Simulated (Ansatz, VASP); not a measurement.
## InP in VASP and in Ansatz

Contents of POSCAR:

```
InP
1.0
    0.0000000000      3.0421759819      2.9978724482
    3.0421759819      0.0000000000      2.9978724482
    3.0421759819      3.0421759819      0.0000000000
In P
1 1
Direct
    0.0000000000      0.0000000000      0.0000000000
    0.7500000000      0.7500000000      0.7500000000
```

File INCAR.step1:

```
PREC     = Accurate       # precision mode
ENCUT    = 520            # plane-wave cutoff, eV
ISMEAR   = 0              # smearing method
SIGMA    = 0.05           # smearing width, eV
LREAL    = False          # projectors in reciprocal space
LASPH    = True           # aspherical terms in the spheres
NELM     = 80             # most SCF steps
NBANDS   = 16             # bands
GGA      = PE             # functional
ALGO     = Normal         # electronic algorithm
EDIFF    = 1E-4           # SCF threshold, eV
LWAVE    = True           # write WAVECAR
LCHARG   = False          # write CHGCAR
```

INCAR.step2

```
PREC     = Accurate       # precision mode
ENCUT    = 520            # plane-wave cutoff, eV
EDIFF    = 1E-6           # SCF threshold, eV
ISMEAR   = 0              # smearing method
SIGMA    = 0.05           # smearing width, eV
LREAL    = False          # projectors in reciprocal space
LASPH    = True           # aspherical terms in the spheres
NELM     = 80             # most SCF steps
ALGO     = Normal         # electronic algorithm
ISIF     = 2              # what is computed and relaxed
LWAVE    = False          # write WAVECAR
LCHARG   = False          # write CHGCAR
METAGGA  = R2SCAN         # meta-GGA
LMIXTAU  = True         
NBANDS   = 16             # bands
ISTART   = 1
```

The input KPOINTS:

```
regular mesh
0
Gamma
  8 8 8
```

Input for Ansatz:

```yaml
crystal:
  lattice:
    - [0.0, 3.0421759819, 2.9978724482]
    - [3.0421759819, 0.0, 2.9978724482]
    - [3.0421759819, 3.0421759819, 0.0]
  atoms:
    - { symbol: In, position: [0.0, 0.0, 0.0] }
    - { symbol: P, position: [0.75, 0.75, 0.75] }
basis:
  ecutwfc: 500
kpoints:
  mp_grid: { grid: [8, 8, 8] }
hamiltonian:
  xc: r2scan
scf:
  occupations: { method: gaussian, width: 0.05 }
output:
  forces: true
  stress: true
  eigenvalues: true
```

Change from the starting cell: strain +0.030 along x and y, +0.015 along z, atoms carried along.

Alike in both runs: task single point; functional r2SCAN; k mesh 8 × 8 × 8; occupations gaussian, width 0.05 eV; no spin polarisation.

|  | VASP | Ansatz |
| --- | --- | --- |
| version | VASP 6.6.1 | Ansatz 0.2.0 |
| potentials or method | VASP PAW PBE potentials, release 64 (In_d, P), cutoff 520 eV | scalar-relativistic, plane waves, PAW |
| valence electrons in the cell | 18 | 18 |

|  | VASP | Ansatz | Ansatz less VASP |
| --- | --- | --- | --- |
| gap on the k mesh at the Fermi level (eV) | 0.55 | 0.55 | -0.001 |
| least direct gap on the mesh (eV) | 0.55 | 0.55 | -0.001 |
| pressure (GPa) | -4.4 | -4.3 | +0.09 |
| traceless stress, the component that is largest in VASP (GPa) | 0.44 | 0.44 | -0.002 |

VASP's potentials were made for PBE, not for r2SCAN. With one functional, cell and mesh, what is left measures potentials, basis and numerics.
